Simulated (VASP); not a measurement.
# WS2 in VASP: a series of runs

Runs on WS2. Level: PBE+D3(BJ). Tasks: single point.

Program: VASP 6.6.1. These are calculated values, not measurements. Logs are shortened: lines on timing, memory, paths and dates and some standing lists are left out, and cuts for length are marked.

### Step 1. The cell of the first run

The cell holds a slab with vacuum, 3 atoms: a = 3.033 Å, b = 3.033 Å, c = 32.291 Å, α = 90.00°, β = 90.00°, γ = 120.00°.

### Step 2. Single point, PBE+D3(BJ)

INCAR

```
ALGO     = Normal         # electronic algorithm
DIPOL    = 0.5 0.5 0.500
EDIFF    = 1E-6           # SCF threshold, eV
ENCUT    = 520            # plane-wave cutoff, eV
GGA      = PE             # functional
IDIPOL   = 3            
ISIF     = 2              # what is computed and relaxed
ISMEAR   = 0              # smearing method
IVDW     = 12             # dispersion correction
LASPH    = T              # aspherical terms in the spheres
LCHARG   = F              # write CHGCAR
LDIPOL   = T            
LREAL    = F              # projectors in reciprocal space
LWAVE    = F              # write WAVECAR
NBANDS   = 20             # bands
NELM     = 60             # most SCF steps
PREC     = Accurate       # precision mode
SIGMA    = 0.02           # smearing width, eV
```

KPOINTS

```
k-points
0
Gamma
  12 12 1
```

POSCAR

```
WS2
1.0
    3.0330000000      0.0000000000      0.0000000000
   -1.5165000000      2.6266550497      0.0000000000
    0.0000000000      0.0000000000     32.2910878415
S W
2 1
Direct
    0.3333333333      0.6666666667      0.4512000864
    0.3333333333      0.6666666667      0.5488121587
    0.6666666667      0.3333333333      0.5000061202
```

Potentials or basis: VASP PAW PBE potentials, release 64 (S, W_sv).

Launch:

```sh
$ cat potpaw_PBE.64/S/POTCAR potpaw_PBE.64/W_sv/POTCAR > POTCAR
$ mpirun -np 1 vasp_std > vasp.out
```

OUTCAR:

```text
EDIFF = 1E-6
   ENCUT = 520
   GGA = PE
   ISIF = 2
   ISMEAR = 0
   IVDW = 12
   LASPH = T
   LREAL = F
   NELM = 60
   PREC = Accurate
 IVDW          = 12

 ion  position               nearest neighbor table
   1  0.333  0.667  0.451-   3 2.36   3 2.36   3 2.36
   2  0.333  0.667  0.549-   3 2.36   3 2.36   3 2.36
   3  0.667  0.333  0.500-   1 2.36   1 2.36   1 2.36   2 2.36   2 2.36   2 2.36

  LATTYP: Found a hexagonal cell.
 ALAT       =     3.0330000000
 C/A-ratio  =    10.6465835284

  Lattice vectors:

 A1 = (   3.0330000000,   0.0000000000,   0.0000000000)
 A2 = (  -1.5165000000,   2.6266550497,   0.0000000000)
 A3 = (   0.0000000000,   0.0000000000,  32.2910878415)

Analysis of symmetry for initial positions (statically):
=====================================================================
 Subroutine PRICEL returns:
 Original cell was already a primitive cell.

 Routine SETGRP: Setting up the symmetry group for a
 hexagonal supercell.

 Subroutine GETGRP returns: Found 12 space group operations
 (whereof  6 operations were pure point group operations)
 out of a pool of 24 trial point group operations.

The static configuration has the point symmetry C_3v.
 The point group associated with its full space group is D_3h.

Analysis of symmetry for dynamics (positions and initial velocities):
=====================================================================
 Subroutine PRICEL returns:
 Original cell was already a primitive cell.

 Routine SETGRP: Setting up the symmetry group for a
 hexagonal supercell.

 Subroutine GETGRP returns: Found 12 space group operations
 (whereof  6 operations were pure point group operations)
 out of a pool of 24 trial point group operations.

The dynamic configuration has the point symmetry C_3v.
 The point group associated with its full space group is D_3h.

 Subroutine INISYM returns: Found 12 space group operations
 (whereof  6 operations are pure point group operations),
 and found     1 'primitive' translations

----------------------------------------------------------------------------------------

                                     Primitive cell

  volume of cell :     257.2516

  direct lattice vectors                    reciprocal lattice vectors
     3.033000000  0.000000000  0.000000000     0.329706561  0.190356172  0.000000000
    -1.516500000  2.626655050  0.000000000     0.000000000  0.380712344  0.000000000
     0.000000000  0.000000000 32.291087842     0.000000000  0.000000000  0.030968297

  length of vectors
     3.033000000  3.033000000 32.291087842     0.380712344  0.380712344  0.030968297

  position of ions in fractional coordinates (direct lattice)
     0.333333333  0.666666667  0.451200086
     0.333333333  0.666666667  0.548812159
     0.666666667  0.333333333  0.500006120

  ion indices of the primitive-cell ions
   primitive index   ion index
                 1           1
                 2           2
                 3           3

----------------------------------------------------------------------------------------

 KPOINTS: k-points

Automatic generation of k-mesh.
 Grid dimensions read from file:
 generate k-points for:   12   12    1

 Generating k-lattice:

  Cartesian coordinates                     Fractional coordinates (reciprocal lattice)
     0.027475547  0.015863014  0.000000000     0.083333333  0.000000000  0.000000000
     0.000000000  0.031726029  0.000000000     0.000000000  0.083333333  0.000000000
     0.000000000  0.000000000  0.030968297     0.000000000  0.000000000  1.000000000

  Length of vectors
     0.031726029  0.031726029  0.030968297

  Shift w.r.t. Gamma in fractional coordinates (k-lattice)
     0.000000000  0.000000000  0.000000000

 Subroutine IBZKPT returns following result:
 ===========================================

 Found     19 irreducible k-points:

 Following reciprocal coordinates:
            Coordinates               Weight
  0.000000  0.000000  0.000000      1.000000
  0.083333  0.000000  0.000000      6.000000
  0.166667  0.000000  0.000000      6.000000
  0.250000 -0.000000  0.000000      6.000000
  0.333333  0.000000  0.000000      6.000000
  0.416667  0.000000  0.000000      6.000000
[... 11 lines left out ...]
  0.333333  0.250000  0.000000     12.000000
  0.333333  0.333333  0.000000      2.000000
   k-points           NKPTS =     19   k-points in BZ     NKDIM =     19   number of bands    NBANDS=     20
   number of dos      NEDOS =    301   number of ions     NIONS =      3
   total plane-waves  NPLWV = 138240
   dimension x,y,z NGX =    24 NGY =   24 NGZ =  240
   dimension x,y,z NGXF=    48 NGYF=   48 NGZF=  480
   ions per type =               2   1
   NGX,Y,Z   is equivalent  to a cutoff of  13.15, 13.15, 12.36 a.u.
   NGXF,Y,Z  is equivalent  to a cutoff of  26.31, 26.31, 24.71 a.u.
 SYSTEM =  unknown system
   PREC   = accura    normal or accurate (medium, high low for compatibility)
   ISTART =      0    job   : 0-new  1-cont  2-samecut
   ICHARG =      2    charge: 1-file 2-atom 10-const
   ISPIN  =      1    spin polarized calculation?
   LNONCOLLINEAR =      F non collinear calculations
   LSORBIT =      F    spin-orbit coupling
   LASPH  =      T    aspherical Exc in radial PAW
   ENCUT  =  520.0 eV  38.22 Ry    6.18 a.u.   5.64  5.64 60.04*2*pi/ulx,y,z
   NELM   =     60;   NELMIN=  2; NELMDL= -5     # of ELM steps
   EDIFF  = 0.1E-05   stopping-criterion for ELM
   LREAL  =      F    real-space projection
   EDIFFG = 0.1E-04   stopping-criterion for IOM
   NSW    =      0    number of steps for IOM
   IBRION =     -1    ionic relax: 0-MD 1-quasi-New 2-CG
   NFREE  =      0    steps in history (QN), initial steepest desc. (CG)
   ISIF   =      2    stress and relaxation
   ISYM   =      2    0-nonsym 1-usesym 2-fastsym
   POTIM  = 0.5000    time-step for ionic-motion
   TEBEG  =    0.0;   TEEND  =   0.0 temperature during run
   PSTRESS=    0.0 pullay stress
   NELECT =      26.0000    total number of electrons
   NUPDOWN=      -1.0000    fix difference up-down
   EMIN   =  10.00;   EMAX   =-10.00  energy-range for DOS
   EFERMI =   0.00;   METHOD = LEGACY
   ISMEAR =     0;   SIGMA  =   0.02  broadening in eV -4-tet -1-fermi 0-gaus
   EFERMI_NEDOS =   21; number of points for ismear=-14 and -15
   IALGO  =     38    algorithm
   IMIX   =      4    mixing-type and parameters
     AMIX     =   0.40;   BMIX     =  1.00
     AMIX_MAG =   1.60;   BMIX_MAG =  1.00
  volume/ion in A,a.u.               =      85.75       578.67
  Fermi-wavevector in a.u.,A,eV,Ry     =   0.762570  1.441049  7.911972  0.581514
  Thomas-Fermi vector in A             =   1.862061
   LORBIT       =      0    0 simple, 1 ext, 2 COOP (PROOUT), +10 PAW based schemes
   GGA     = PE    functional components
   LHFCALC =     F    Hartree Fock is set to
   AEXX    =    0.0000 exact exchange contribution
   IVDW    =    12    specifies the selected vdW correction
   LEPSILON=     F    determine dielectric tensor
   LRPA    =     F    only Hartree local field effects (RPA)
 non-spin polarized calculation
 Gauss-broadening in eV      SIGMA  =   0.02
  energy-cutoff  :      520.00
  volume of cell :      257.25
 maximum number of plane-waves:      6985
 NGX is ok and might be reduce to    24
   NGX = 11   NGY = 11   NGZ =121

 number of electron      26.0000000 magnetization

 dipolmoment           0.000000      0.000000     -0.000001 electrons x Angstroem

 Free energy of the ion-electron system (eV)
  ---------------------------------------------------
  ext. energy  EPLUGINS =         0.00000000
  ---------------------------------------------------
  free energy    TOTEN  =       -23.36051215 eV

  energy without entropy =      -23.36051215  energy(sigma->0) =      -23.36051215

 E-fermi :  -2.7282     XC(G=0):  -2.5143

 val. band max:       -3.0010016952   @ k =   0.3333   0.3333   0.0000
 cond. band min:      -1.0674946609   @ k =   0.1667   0.1667   0.0000
 fundamental gap:      1.9335070343
 Fermi energy:        -2.7282453699

 k-point     1 :       0.0000    0.0000    0.0000
  band No.  band energies     occupation
      1     -76.7744      2.00000
      2     -41.1612      2.00000
      3     -40.8249      2.00000
      4     -40.8249      2.00000
      5     -18.3914      2.00000
      6     -16.6297      2.00000
[... 12 lines left out ...]
     19       2.1534      0.00000
     20       2.6110      0.00000

 k-point     2 :       0.0833    0.0000    0.0000
  band No.  band energies     occupation
      1     -76.7721      2.00000
      2     -41.1540      2.00000
      3     -40.8634      2.00000
      4     -40.8337      2.00000
      5     -18.2524      2.00000
      6     -16.5768      2.00000
[... 12 lines left out ...]
     19       2.3093      0.00000
     20       2.7686      0.00000

 k-point     3 :       0.1667    0.0000    0.0000
  band No.  band energies     occupation
      1     -76.7660      2.00000
      2     -41.1345      2.00000
      3     -40.9675      2.00000
      4     -40.8575      2.00000
      5     -17.8556      2.00000
      6     -16.4259      2.00000
[... 12 lines left out ...]
     19       2.7620      0.00000
     20       3.2228      0.00000

 k-point     4 :       0.2500   -0.0000    0.0000
  band No.  band energies     occupation
      1     -76.7576      2.00000
      2     -41.1076      2.00000
      3     -41.1068      2.00000
      4     -40.8899      2.00000
      5     -17.2611      2.00000
      6     -16.2023      2.00000
[... 314 lines left out ...]
 k-point    18 :       0.3333    0.2500    0.0000
  band No.  band energies     occupation
      1     -76.7376      2.00000
      2     -41.2816      2.00000
      3     -41.1166      2.00000
      4     -41.0437      2.00000
      5     -15.4886      2.00000
      6     -15.4169      2.00000
[... 12 lines left out ...]
     19       5.1454      0.00000
     20       6.3187      0.00000

 k-point    19 :       0.3333    0.3333    0.0000
  band No.  band energies     occupation
      1     -76.7365      2.00000
      2     -41.2364      2.00000
      3     -41.1851      2.00000
      4     -41.0401      2.00000
      5     -15.4276      2.00000
      6     -15.2890      2.00000
[... 12 lines left out ...]
     19       4.6126      0.00000
     20       6.4625      0.00000

------------------------ aborting loop because EDIFF is reached ----------------------------------------

 vacuum level on the upper side and lower side of the slab       (xc-potential included)        -0.010        -0.010

 Edisp (eV)   -1.01301

 E8    (eV) :    -0.4561

  FORCE on cell =-STRESS in cart. coord.  units (eV):
  Direction    XX          YY          ZZ          XY          YZ          ZX
  --------------------------------------------------------------------------------------
  -------------------------------------------------------------------------------------
  Total       5.55222     5.55222     3.26157     0.00000     0.00000     0.00000
  in kB      34.57953    34.57953    20.31323     0.00000     0.00000     0.00000
  external pressure =       29.82 kB  Pullay stress =        0.00 kB

 VOLUME and BASIS-vectors are now :
 -----------------------------------------------------------------------------
  energy-cutoff  :      520.00
  volume of cell :      257.25
      direct lattice vectors                 reciprocal lattice vectors
     3.033000000  0.000000000  0.000000000     0.329706561  0.190356172  0.000000000
    -1.516500000  2.626655050  0.000000000     0.000000000  0.380712344  0.000000000
     0.000000000  0.000000000 32.291087842     0.000000000  0.000000000  0.030968297

 POSITION                                       TOTAL-FORCE (eV/Angst)
 -----------------------------------------------------------------------------------
     -0.00000      1.75110     14.56974         0.000000     -0.000000     -1.043932
     -0.00000      1.75110     17.72174         0.000000     -0.000000      1.043932
      1.51650      0.87555     16.14574        -0.000000      0.000000      0.000000
 -----------------------------------------------------------------------------------
    total drift:                                0.000000     -0.000000     -0.000159

  FREE ENERGIE OF THE ION-ELECTRON SYSTEM (eV)
  ---------------------------------------------------
  free  energy   TOTEN  =       -24.3735194806 eV

  energy  without entropy=      -24.3735194806  energy(sigma->0) =      -24.37351948

 vacuum level on the upper side and lower side of the slab         2.547         2.547
```

It took 90 s on 1 thread of Intel Xeon Platinum 8488C (Sapphire Rapids), shared host; peak memory 0.4 GiB.

Results:

```
Free energy                : -24.3735 eV
Largest force              : 1.044 eV/Å
Band gap on the k mesh     : 1.93 eV, indirect (least direct gap 2.45 eV)
Dispersion energy per atom : -0.338 eV
```

Forces on the atoms (eV/Å):
```
S    0.000  0.000 -1.044
S    0.000  0.000  1.044
W    0.000  0.000  0.000
```

Caveat: spin-orbit coupling is left out, which moves the levels of the heavy elements.

### Step 3. Single point, PBE+D3(BJ)

INCAR

```
SYSTEM = WS2
PREC = Accurate
ENCUT = 520
EDIFF = 1E-6
ISMEAR = 0
SIGMA = 0.02
LREAL = .FALSE.
LASPH = .TRUE.
NELM = 80
ALGO = Normal
ISIF = 2
LWAVE = .FALSE.
LCHARG = .FALSE.
LDIPOL = .TRUE.
IDIPOL = 3
DIPOL = 0.5 0.5 0.500
GGA = PE
IVDW = 12
NBANDS = 20
```

KPOINTS

```
Automatic mesh
0
G
  12 12 1
  0 0 0
```

POSCAR

```
WS2
1.0
    3.0330000000      0.0000000000      0.0000000000
   -1.5165000000      2.6266550497      0.0000000000
    0.0000000000      0.0000000000     32.2910878415
S W
2 1
Direct
    0.3333333333      0.6666666667      0.4486606861
    0.3333333333      0.6666666667      0.5513515590
    0.6666666667      0.3333333333      0.5000061201
```

Potentials or basis: VASP PAW PBE potentials, release 64 (S, W_sv).

Launch:

```sh
$ cat potpaw_PBE.64/S/POTCAR potpaw_PBE.64/W_sv/POTCAR > POTCAR
$ mpirun -np 1 vasp_std > vasp.out
```

Wall time 89 s (1 thread of Intel Xeon Platinum 8488C (Sapphire Rapids), shared host); peak memory 0.41 GiB.

The run converged. Its results:

| Property | Result |
| --- | --- |
| Free energy | -24.3987 eV |
| Largest force | 0.674 eV/Å |
| Band gap on the k mesh | 1.60 eV, indirect (least direct gap 2.47 eV) |
| Dispersion energy per atom | -0.332 eV |

Forces in eV/Å, atoms in the order of the input:
```
S    0.000  0.000  0.674
S    0.000  0.000 -0.674
W    0.000  0.000  0.000
```

Levels at points of the mesh, in eV from the valence-band top:
```csv
k point,band 9,band 10,band 11,band 12,band 13,band 14,band 15,band 16,band 17,band 18
"(0.00, 0.00, 0.00)",-2.31,-2.31,-0.98,-0.98,-0.86,3.17,3.17,3.28,3.28,4.98
"(0.50, 0.00, 0.00)",-4.63,-3.07,-2.68,-1.11,-0.75,3.39,3.65,3.97,4.73,5.85
```

Caveat: spin-orbit coupling is left out, which moves the levels of the heavy elements.

### Step 4. Single point, PBE+D3(BJ)

This run uses another cell than the first one, of 89.35 Å³/atom, 1.042 times its volume.

INCAR

```
SYSTEM = WS2
  PREC = Accurate
  ENCUT = 520
  EDIFF = 1E-6
  ISMEAR = 0
  SIGMA = 0.02
  LREAL = .False.
  LASPH = .True.
  NELM = 100
  ALGO = Normal
  ISIF = 2
  LWAVE = .False.
  LCHARG = .True.
  LDIPOL = .True.
  IDIPOL = 3
  DIPOL = 0.5 0.5 0.500
  GGA = PE
  IVDW = 12
  LELF = .True.
  LVHAR = .True.
  LVACPOTAV = .True.
  NBANDS = 20
```

KPOINTS

```
Automatic mesh
0
Gamma
  12 12 1
  0 0 0
```

POSCAR

```
WS2
1.0
    3.0960000000      0.0000000000      0.0000000000
   -1.5480000000      2.6812146501      0.0000000000
    0.0000000000      0.0000000000     32.2910878415
S W
2 1
Direct
    0.3333333333      0.6666666667      0.4550091869
    0.3333333333      0.6666666667      0.5450030581
    0.6666666667      0.3333333333      0.5000061204
```

Launch:

```sh
$ cat potpaw_PBE.64/S/POTCAR potpaw_PBE.64/W_sv/POTCAR > POTCAR
$ mpirun -np 1 vasp_std > vasp.out
```

Run time: 90 s. Hardware: 1 thread of Intel Xeon Platinum 8488C (Sapphire Rapids), shared host; peak memory 0.42 GiB.

Results (log left out):

```yaml
Free_energy: -24.0602 eV
Largest_force: 3.580 eV/Å
Band_gap_on_the_k_mesh: 1.45 eV, indirect (least direct gap 1.79 eV)
Dispersion_energy_per_atom: -0.332 eV
Ionisation_potential_of_the_upper_face: 5.53 eV
```

Forces on the atoms (eV/Å):
```
S    0.000  0.000 -3.580
S    0.000  0.000  3.580
W    0.000  0.000  0.000
```

Levels at points of the mesh, in eV from the valence-band top:
```
           k point  band 11  band 12  band 13  band 14  band 15  band 16
(0.00, 0.00, 0.00)    -2.29    -2.20     0.00     2.93     2.93     3.48
(0.50, 0.00, 0.00)    -2.20    -1.70    -1.22     2.86     3.49     4.24
```

Caveat: spin-orbit coupling is left out, which moves the levels of the heavy elements.
